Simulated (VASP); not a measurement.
# Si9N8O6 in VASP: single point with PBE

Aim: the single point of Si9N8O6 with PBE.

Everything below comes from runs of VASP 6.6.1. Logs are shortened: lines on timing, memory, paths and dates and some standing lists are left out, and cuts for length are marked.

## Step 1: The cell of the first run

The cell holds a disordered packing, 23 atoms: a = 6.835 Å, b = 6.902 Å, c = 6.211 Å, α = 99.03°, β = 95.57°, γ = 91.32°.

## Step 2: Single point, PBE

The input, INCAR:

```
SYSTEM = Si9N8O6
PREC     = Accurate       ! precision mode
ENCUT    = 520            ! plane-wave cutoff, eV
EDIFF    = 1E-7           ! SCF threshold, eV
ISMEAR   = 0              ! smearing method
SIGMA    = 0.02           ! smearing width, eV
LREAL    = Auto         
LASPH    = .TRUE.         ! aspherical terms in the spheres
NELM     = 60             ! most SCF steps
ALGO     = Normal         ! electronic algorithm
ISIF     = 2              ! what is computed and relaxed
LWAVE    = .FALSE.        ! write WAVECAR
LCHARG   = .TRUE.         ! write CHGCAR
GGA      = PE             ! functional
LELF     = .TRUE.         ! ELF
LVHAR    = .TRUE.       
NBANDS   = 73             ! bands
```

The input, KPOINTS:

```
regular mesh
0
G
  4 4 4
  0 0 0
```

The input, POSCAR:

```
Si9N8O6
1.0
    6.8265440000     -0.0949610000     -0.3225950000
   -0.0870250000      6.8824450000     -0.5107500000
   -0.3183600000     -0.5234160000      6.1811740000
Si N O
9 8 6
Direct
    0.7504088884      0.3976863293      0.6825735233
    0.2092715128      0.4919458356      0.7032678481
    0.0556534627      0.0849848886      0.6548712840
    0.5926443924      0.6281924519      0.9372595149
    0.2655668727      0.4778331136      0.2186047973
    0.5080506175      0.7653067758      0.5454063663
    0.4562901336      0.2020283026      0.4754494782
    0.9035089119      0.6407764929      0.3865929270
    0.8747224579      0.9544410627      0.2021059987
    0.1465523585      0.9485151449      0.8724031763
    0.3435929421      0.5594346253      0.9794750783
    0.7691856667      0.7264252709      0.1384238336
    0.9650105268      0.5313606837      0.6339501500
    0.2494675303      0.2381164562      0.6302802608
    0.3126211156      0.6029303876      0.4981044678
    0.9858132459      0.8973115801      0.4512487366
    0.0985370697      0.9236817744      0.0396254709
    0.0245063065      0.4800635673      0.2068929547
    0.4885114487      0.9605780015      0.4287784254
    0.3713935849      0.2648190524      0.2335054347
    0.5628249584      0.8249881697      0.8079792609
    0.8751223109      0.2015285084      0.7637718799
    0.6678369927      0.6051581296      0.4504354372
```

Potentials or basis: VASP PAW PBE potentials, release 64 (Si, N, O).

On the command line:

```sh
$ cat potpaw_PBE.64/Si/POTCAR potpaw_PBE.64/N/POTCAR potpaw_PBE.64/O/POTCAR > POTCAR
$ mpirun -np 1 vasp_std > vasp.out
```

OUTCAR:

```text
SYSTEM = Si9N8O6
   PREC = Accurate
   ENCUT = 520
   EDIFF = 1E-7
   ISMEAR = 0
   LREAL = Auto
   LASPH = .TRUE.
   NELM = 60
   ISIF = 2
   GGA = PE

 ion  position               nearest neighbor table
   1  0.750  0.398  0.683-  22 1.73  13 1.79  23 2.23   4 2.41   7 2.52   8 2.92   3 3.03
   2  0.209  0.492  0.703-  13 1.72  14 1.77  15 1.78  11 1.85   4 2.93   7 2.93   3 2.94   8 3.04
                             5 3.06   6 3.08
   3  0.056  0.085  0.655-  22 1.63  16 1.69  14 1.71  10 1.83   2 2.94   9 2.95   1 3.03
   4  0.593  0.628  0.937-  21 1.69  12 1.70  11 1.81   1 2.41   6 2.76   2 2.93   9 3.08
   5  0.266  0.478  0.219-  18 1.64  20 1.66  11 1.79  15 1.81   7 2.92   6 2.96   8 2.96   2 3.06

   6  0.508  0.765  0.545-  21 1.62  19 1.63  23 1.65  15 1.70   4 2.76   5 2.96   8 3.06   2 3.08
                             7 3.14
   7  0.456  0.202  0.475-  19 1.67  20 1.68  14 1.79   1 2.52   5 2.92   2 2.93   6 3.14
   8  0.904  0.641  0.387-  23 1.72  18 1.73  16 1.82  13 1.83  12 1.90   9 2.61   1 2.92   5 2.96
                             2 3.04   6 3.06
   9  0.875  0.954  0.202-  12 1.69  16 1.76  17 1.91   8 2.61   3 2.95   4 3.08
  10  0.147  0.949  0.872-  17 1.16   3 1.83
  11  0.344  0.559  0.979-   5 1.79   4 1.81   2 1.85
  12  0.769  0.726  0.138-   9 1.69   4 1.70   8 1.90
  13  0.965  0.531  0.634-   2 1.72   1 1.79   8 1.83
  14  0.249  0.238  0.630-   3 1.71   2 1.77   7 1.79
  15  0.313  0.603  0.498-   6 1.70   2 1.78   5 1.81
  16  0.986  0.897  0.451-   3 1.69   9 1.76   8 1.82
  17  0.099  0.924  0.040-  10 1.16   9 1.91
  18  0.025  0.480  0.207-   5 1.64   8 1.73
  19  0.489  0.961  0.429-   6 1.63   7 1.67
  20  0.371  0.265  0.234-   5 1.66   7 1.68
  21  0.563  0.825  0.808-   6 1.62   4 1.69
  22  0.875  0.202  0.764-   3 1.63   1 1.73
  23  0.668  0.605  0.450-   6 1.65   8 1.72   1 2.23

  LATTYP: Found a triclinic cell.
 ALAT       =     6.2114595239
 B/A-ratio  =     2.7411905677
 C/A-ratio  =     2.8660962169
 COS(alpha) =     0.0070148887
 COS(beta)  =     0.5388245660
 COS(gamma) =     0.8321931312

  Lattice vectors:

 A1 = (   0.3183600000,   0.5234160000,  -6.1811740000)
 A2 = (   7.3762390000,   7.8343160000, -13.1956930000)
 A3 = (  -6.0157740000, -12.6230970000, -11.0182530000)

Analysis of symmetry for initial positions (statically):
=====================================================================
 Subroutine PRICEL returns:
 Original cell was already a primitive cell.

 Routine SETGRP: Setting up the symmetry group for a
 triclinic supercell.

 Subroutine GETGRP returns: Found  1 space group operations
 (whereof  1 operations were pure point group operations)
 out of a pool of  2 trial point group operations.

The static configuration has the point symmetry C_1 .

Analysis of symmetry for dynamics (positions and initial velocities):
=====================================================================
 Subroutine PRICEL returns:
 Original cell was already a primitive cell.

 Routine SETGRP: Setting up the symmetry group for a
 triclinic supercell.

 Subroutine GETGRP returns: Found  1 space group operations
 (whereof  1 operations were pure point group operations)
 out of a pool of  2 trial point group operations.

The dynamic configuration has the point symmetry C_1 .

 Subroutine INISYM returns: Found  1 space group operations
 (whereof  1 operations are pure point group operations),
 and found     1 'primitive' translations

----------------------------------------------------------------------------------------

                                     Primitive cell

  volume of cell :     287.7990

  direct lattice vectors                    reciprocal lattice vectors
     6.826544000 -0.094961000 -0.322595000     0.146888119  0.002434056  0.007771554
    -0.087025000  6.882445000 -0.510750000     0.002626214  0.146259553  0.012520384
    -0.318360000 -0.523416000  6.181174000     0.007883084  0.012212450  0.163221720

  length of vectors
     6.834821732  6.901919160  6.211459524     0.147113701  0.146817962  0.163867681

  position of ions in fractional coordinates (direct lattice)
     0.750408888  0.397686329  0.682573523
     0.209271513  0.491945836  0.703267848
     0.055653463  0.084984889  0.654871284
     0.592644392  0.628192452  0.937259515
     0.265566873  0.477833114  0.218604797
     0.508050617  0.765306776  0.545406366
[... 15 lines left out ...]
     0.875122311  0.201528508  0.763771880
     0.667836993  0.605158130  0.450435437

  ion indices of the primitive-cell ions
   primitive index   ion index
                 1           1
                 2           2
                 3           3
                 4           4
                 5           5
                 6           6
[... 15 lines left out ...]
                22          22
                23          23

----------------------------------------------------------------------------------------

 KPOINTS: regular mesh

Automatic generation of k-mesh.
 Grid dimensions read from file:
 generate k-points for:    4    4    4

 Generating k-lattice:

  Cartesian coordinates                     Fractional coordinates (reciprocal lattice)
     0.036722030  0.000608514  0.001942888     0.250000000  0.000000000  0.000000000
     0.000656554  0.036564888  0.003130096    -0.000000000  0.250000000  0.000000000
     0.001970771  0.003053113  0.040805430     0.000000000  0.000000000  0.250000000

  Length of vectors
     0.036778425  0.036704491  0.040966920

  Shift w.r.t. Gamma in fractional coordinates (k-lattice)
     0.000000000  0.000000000  0.000000000

 Subroutine IBZKPT returns following result:
 ===========================================

 Found     36 irreducible k-points:

 Following reciprocal coordinates:
            Coordinates               Weight
  0.000000  0.000000  0.000000      1.000000
  0.250000 -0.000000  0.000000      2.000000
  0.500000 -0.000000  0.000000      1.000000
  0.000000  0.250000  0.000000      2.000000
  0.250000  0.250000  0.000000      2.000000
  0.500000  0.250000  0.000000      2.000000
[... 16 lines left out ...]
  0.000000 -0.250000  0.250000      2.000000
  0.250000 -0.250000  0.250000      2.000000
 [... further k-points ...]
   k-points           NKPTS =     36   k-points in BZ     NKDIM =     36   number of bands    NBANDS=     73
   number of dos      NEDOS =    301   number of ions     NIONS =     23
   total plane-waves  NPLWV = 139968
   dimension x,y,z NGX =    54 NGY =   54 NGZ =   48
   dimension x,y,z NGXF=   108 NGYF=  108 NGZF=   96
   ions per type =               9   8   6
   NGX,Y,Z   is equivalent  to a cutoff of  13.13, 13.01, 12.85 a.u.
   NGXF,Y,Z  is equivalent  to a cutoff of  26.27, 26.01, 25.69 a.u.
 SYSTEM =  Si9N8O6
   PREC   = accura    normal or accurate (medium, high low for compatibility)
   ISTART =      0    job   : 0-new  1-cont  2-samecut
   ICHARG =      2    charge: 1-file 2-atom 10-const
   ISPIN  =      1    spin polarized calculation?
   LNONCOLLINEAR =      F non collinear calculations
   LSORBIT =      F    spin-orbit coupling
   LASPH  =      T    aspherical Exc in radial PAW
   ENCUT  =  520.0 eV  38.22 Ry    6.18 a.u.  12.71 12.83 11.55*2*pi/ulx,y,z
   NELM   =     60;   NELMIN=  2; NELMDL= -5     # of ELM steps
   EDIFF  = 0.1E-06   stopping-criterion for ELM
   LREAL  =      T    real-space projection
   EDIFFG = 0.1E-05   stopping-criterion for IOM
   NSW    =      0    number of steps for IOM
   IBRION =     -1    ionic relax: 0-MD 1-quasi-New 2-CG
   NFREE  =      0    steps in history (QN), initial steepest desc. (CG)
   ISIF   =      2    stress and relaxation
   ISYM   =      2    0-nonsym 1-usesym 2-fastsym
   POTIM  = 0.5000    time-step for ionic-motion
   TEBEG  =    0.0;   TEEND  =   0.0 temperature during run
   PSTRESS=    0.0 pullay stress
   NELECT =     112.0000    total number of electrons
   NUPDOWN=      -1.0000    fix difference up-down
   EMIN   =  10.00;   EMAX   =-10.00  energy-range for DOS
   EFERMI =   0.00;   METHOD = LEGACY
   ISMEAR =     0;   SIGMA  =   0.02  broadening in eV -4-tet -1-fermi 0-gaus
   EFERMI_NEDOS =   21; number of points for ismear=-14 and -15
   IALGO  =     38    algorithm
   IMIX   =      4    mixing-type and parameters
     AMIX     =   0.40;   BMIX     =  1.00
     AMIX_MAG =   1.60;   BMIX_MAG =  1.00
  volume/ion in A,a.u.               =      12.51        84.44
  Fermi-wavevector in a.u.,A,eV,Ry     =   1.195229  2.258655 19.436903  1.428572
  Thomas-Fermi vector in A             =   2.331199
   LORBIT       =      0    0 simple, 1 ext, 2 COOP (PROOUT), +10 PAW based schemes
   GGA     = PE    functional components
   LHFCALC =     F    Hartree Fock is set to
   AEXX    =    0.0000 exact exchange contribution
   IVDW    =     0    specifies the selected vdW correction
   LEPSILON=     F    determine dielectric tensor
   LRPA    =     F    only Hartree local field effects (RPA)
 non-spin polarized calculation
 Gauss-broadening in eV      SIGMA  =   0.02
  energy-cutoff  :      520.00
  volume of cell :      287.80
 maximum number of plane-waves:      7772
 NGX is ok and might be reduce to    54
   NGX = 25   NGY = 25   NGZ = 23

 number of electron     111.9999999 magnetization

 Free energy of the ion-electron system (eV)
  ---------------------------------------------------
  ext. energy  EPLUGINS =         0.00000000
  ---------------------------------------------------
  free energy    TOTEN  =      -173.14388285 eV

  energy without entropy =     -173.14388285  energy(sigma->0) =     -173.14388285

 E-fermi :   4.6151     XC(G=0):  -9.6878

 val. band max:        4.4807235802   @ k =  -0.0000   0.5000   0.5000
 cond. band min:       5.3343533126   @ k =   0.5000  -0.0000   0.0000
 fundamental gap:      0.8536297324
 Fermi energy:         4.6150947175

 k-point     1 :       0.0000    0.0000    0.0000
  band No.  band energies     occupation
      1     -18.5655      2.00000
      2     -16.2745      2.00000
      3     -15.4778      2.00000
      4     -15.3467      2.00000
      5     -15.1953      2.00000
      6     -15.0438      2.00000
[... 60 lines left out ...]
     67      10.6982      0.00000
     68      10.8160      0.00000
[... 1631 lines left out ...]
     67      10.4970      0.00000
     68      10.7736      0.00000

 [... further k-points ...]

 [bands above 68 left out]

------------------------ aborting loop because EDIFF is reached ----------------------------------------

  FORCE on cell =-STRESS in cart. coord.  units (eV):
  Direction    XX          YY          ZZ          XY          YZ          ZX
  --------------------------------------------------------------------------------------
  -------------------------------------------------------------------------------------
  Total        0.0926534      0.0180106      0.6415296     -0.1468682     -0.1852276     -0.2378673
  in kB        0.5158016      0.1002649      3.5713956     -0.8176155     -1.0311625     -1.3242075
  external PRESSURE =       1.3958207 kB  Pullay stress =       0.0000000 kB

 VOLUME and BASIS-vectors are now :
 -----------------------------------------------------------------------------
  energy-cutoff  :      520.00
  volume of cell :      287.80
      direct lattice vectors                 reciprocal lattice vectors
     6.826544000 -0.094961000 -0.322595000     0.146888119  0.002434056  0.007771554
    -0.087025000  6.882445000 -0.510750000     0.002626214  0.146259553  0.012520384
    -0.318360000 -0.523416000  6.181174000     0.007883084  0.012212450  0.163221720

 POSITION                                       TOTAL-FORCE (eV/Angst)
 -----------------------------------------------------------------------------------
      4.87079      2.30852      3.77391        -0.023711      0.027032      0.004607
      1.16190      2.99782      4.02825         0.008097      0.000635     -0.007704
      0.16404      0.23685      3.98651         0.076153     -0.068086     -0.010434
      3.69266      3.77665      5.28133         0.017451     -0.041783      0.052204
      1.70173      3.14902      1.02151         0.045110      0.041220     -0.030420
      3.22799      4.93346      2.81648        -0.057774     -0.004786     -0.060675
[... 15 lines left out ...]
      5.71337      0.90414      4.33577        -0.031529      0.017634      0.015183
      4.36295      3.86578      2.25969         0.012230     -0.011206     -0.010200
 -----------------------------------------------------------------------------------
    total drift:                                0.005416      0.007447     -0.000213

  FREE ENERGIE OF THE ION-ELECTRON SYSTEM (eV)
  ---------------------------------------------------
  free  energy   TOTEN  =      -173.1438828529 eV

  energy  without entropy=     -173.1438828529  energy(sigma->0) =     -173.14388285
```

Wall time 42 min (1 thread of Intel Xeon 8259CL, shared host); peak memory 0.66 GiB.

What came out:

```yaml
Free_energy: -173.1439 eV
Pressure: 0.1 GPa
Largest_force: 0.753 eV/Å
Band_gap_on_the_k_mesh: 0.85 eV (least direct gap 1.04 eV)
```

Forces on the atoms (eV/Å):
```
Si  -0.024  0.027  0.005
Si   0.008  0.001 -0.008
Si   0.076 -0.068 -0.010
Si   0.017 -0.042  0.052
Si   0.045  0.041 -0.030
Si  -0.058 -0.005 -0.061
Si   0.014  0.003  0.042
Si   0.013  0.022  0.000
Si   0.025 -0.003 -0.004
N    0.224  0.188 -0.690
N    0.006 -0.003  0.005
N   -0.022 -0.013 -0.005
N   -0.018 -0.007 -0.003
N    0.003  0.000 -0.002
N    0.005  0.001 -0.002
N    0.002  0.002  0.008
N   -0.263 -0.162  0.687
O   -0.039  0.001  0.001
O    0.000 -0.006  0.000
O    0.003 -0.020 -0.021
O   -0.001  0.036  0.030
O   -0.032  0.018  0.015
O    0.012 -0.011 -0.010
```

Caveat: the standard files for N, O and F lose accuracy on very short bonds; the atoms stand as in a frame of molecular dynamics.
